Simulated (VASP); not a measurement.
Wanted: the native input for a VASP 6.6.1 run.

```
Task                   : single point
Functional             : revPBE
Potentials or basis    : VASP PAW PBE potentials, release 64 (Ni)
Cutoff                 : 520 eV
k mesh                 : 18 × 18 × 18
Occupations            : fermi-dirac, width 0.05 eV
Spin                   : collinear spin, ferromagnetic start
Starting moments       : [0.607] μB
Dipole correction      : no
Further INCAR settings : ALGO = Normal; EDIFF = 1e-06; NBANDS = 15
```

The structure of Ni lies in POSCAR:

```
Ni
1.0
   -1.3715582710      1.3715582710      1.3715582710
    1.3715582710     -1.3715582710      1.3715582710
    1.3715582710      1.3715582710     -1.3715582710
Ni
1
Direct
    0.0000000000      0.0000000000      0.0000000000
```

This cell differs from its parent crystal: volume scaled by 0.92.

These files were run (other wordings do the same):

INCAR

```
PREC     = Accurate       # precision mode
ENCUT    = 520            # plane-wave cutoff, eV
EDIFF    = 1E-6           # SCF threshold, eV
ISMEAR   = -1             # smearing method
SIGMA    = 0.05           # smearing width, eV
LREAL    = False          # projectors in reciprocal space
LASPH    = True           # aspherical terms in the spheres
NELM     = 150            # most SCF steps
ALGO     = Normal         # electronic algorithm
ISIF     = 2              # what is computed and relaxed
LWAVE    = False          # write WAVECAR
LCHARG   = False          # write CHGCAR
ISPIN    = 2              # spin polarisation
MAGMOM   = 0.607          # initial moments
LORBIT   = 11             # projections on sites
LMAXMIX  = 4              # l up to which the mixer works
GGA      = RE             # functional
NBANDS   = 15             # bands
```

KPOINTS

```
Automatic mesh
0
Gamma
  18 18 18
```

Potentials or basis: VASP PAW PBE potentials, release 64 (Ni).

Launch:

```console
$ cat potpaw_PBE.64/Ni/POTCAR > POTCAR
$ mpirun -np 1 vasp_std > vasp.out
```

Results of the run:

```yaml
Pressure: 18.3 GPa
Net_moment: 0.54 μB per cell
Site_moments: Ni +0.55 μB
Valence_electrons_inside_the_program's_atomic_spheres: Ni 9.41
```

Caveat: the PAW data sets were made with another functional, which shifts forces and pressure a little.

Wall time 33 s on 1 thread of AMD EPYC 9R45 96-Core Processor (Zen 5), on a shared host, peak memory 0.13 GiB.
